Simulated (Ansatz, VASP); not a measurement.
HfO2: VASP beside Ansatz

File INCAR:

```
SYSTEM = HfO2
PREC = Accurate
ENCUT = 520
EDIFF = 1E-7
ISMEAR = -1
SIGMA = 0.05
LREAL = .FALSE.
LASPH = .TRUE.
NELM = 80
ALGO = Normal
ISIF = 2
LWAVE = .FALSE.
LCHARG = .FALSE.
GGA = PE
NBANDS = 56
```

Contents of KPOINTS:

```
regular mesh
0
G
  4 4 5
  0 0 0
```

POSCAR

```
HfO2
1.0
    5.0803194000      0.0000000000      0.0000000000
    0.0000000000      5.1648674500      0.0000000000
    0.0000000000      0.0000000000      4.8908836500
Hf O
4 8
Direct
    0.2225908200      0.7817995800      0.2720679400
    0.7225908200      0.7182004200      0.7279320600
    0.7774091800      0.2182004200      0.2720679400
    0.2774091800      0.2817995800      0.7279320600
    0.1868153200      0.1636487800      0.1045346200
    0.6868153200      0.3363512200      0.8954653800
    0.8131846800      0.8363512200      0.1045346200
    0.3131846800      0.6636487800      0.8954653800
    0.0000000000      0.5000000000      0.4890544500
    0.5000000000      0.0000000000      0.5109455500
    0.0000000000      0.0000000000      0.5756249900
    0.5000000000      0.5000000000      0.4243750100
```

Contents of input.yaml:

```yaml
crystal:
  lattice:
    - [5.0803194, 0.0, 0.0]
    - [0.0, 5.16486745, 0.0]
    - [0.0, 0.0, 4.89088365]
  atoms:
    - { symbol: Hf, position: [0.22259082, 0.78179958, 0.27206794] }
    - { symbol: Hf, position: [0.72259082, 0.71820042, 0.72793206] }
    - { symbol: Hf, position: [0.77740918, 0.21820042, 0.27206794] }
    - { symbol: Hf, position: [0.27740918, 0.28179958, 0.72793206] }
    - { symbol: O, position: [0.18681532, 0.16364878, 0.10453462] }
    - { symbol: O, position: [0.68681532, 0.33635122, 0.89546538] }
    - { symbol: O, position: [0.81318468, 0.83635122, 0.10453462] }
    - { symbol: O, position: [0.31318468, 0.66364878, 0.89546538] }
    - { symbol: O, position: [0.0, 0.5, 0.48905445] }
    - { symbol: O, position: [0.5, 0.0, 0.51094555] }
    - { symbol: O, position: [0.0, 0.0, 0.57562499] }
    - { symbol: O, position: [0.5, 0.5, 0.42437501] }
hamiltonian:
  xc: pbe
  pseudopotentials: { kind: paw }
kpoints:
  mp_grid: { grid: [4, 4, 5] }
  band_path:
    path:
      - [[0.0, 0.0, 0.0], [0.0, 0.0, 0.5], [0.5, 0.0, 0.5], [0.5, 0.0, 0.0], [0.0, 0.0, 0.0], [0.0, 0.5, 0.0], [0.0, 0.5, 0.5], [0.5, 0.5, 0.5], [0.5, 0.5, 0.0], [0.0, 0.5, 0.0]]
      - [[0.5, 0.0, 0.0], [0.5, 0.5, 0.0]]
      - [[0.0, 0.5, 0.5], [0.0, 0.0, 0.5]]
      - [[0.5, 0.0, 0.5], [0.5, 0.5, 0.5]]
    npoints: 10
scf:
  occupations: { method: fermi_dirac, width: 0.05 }
  n_extra_bands: 30
output:
  forces: true
  stress: true
  eigenvalues: true
  fatbands: true
  write_density: true
  write_potential: true
  elf: true
  volumetric_format: npy
```

Alike in both runs: functional PBE; k mesh 4 × 4 × 5; occupations fermi-dirac, width 0.05 eV; no spin polarisation.

|  | VASP | Ansatz |
| --- | --- | --- |
| version | VASP 6.6.1 | Ansatz 0.2.0 |
| potentials or method | VASP PAW PBE potentials, release 64 (Hf_pv, O) | Ansatz PAW |
| plane-wave cutoff (eV) | 520 | 420 |
| valence electrons in the cell | 88 | 152 |
| task | single point | band structure |

|  | VASP | Ansatz | Ansatz less VASP |
| --- | --- | --- | --- |
| gap on the k mesh at the Fermi level (eV) | 3.91 | 3.94 | +0.033 |
| least direct gap on the mesh (eV) | 3.91 | 3.94 | +0.033 |
| pressure (GPa) | 6.5 | 9.9 | +3.43 |
| traceless stress, the component that is largest in VASP (GPa) | -0.38 | -0.57 | -0.186 |
| rms of the force components (eV/Å) | 0.043 | 0.081 | +0.0377 |

Atom by atom the forces differ by 0.042 eV/Å (rms over components). VASP's potentials hold 88 valence electrons a cell and Ansatz's 152, so a difference there can come from the potentials and not from the codes.

Neither program's run includes spin-orbit coupling. Noted on Ansatz's run: the k mesh misses the band edges, so the gap on the mesh is wider than the one along the path.
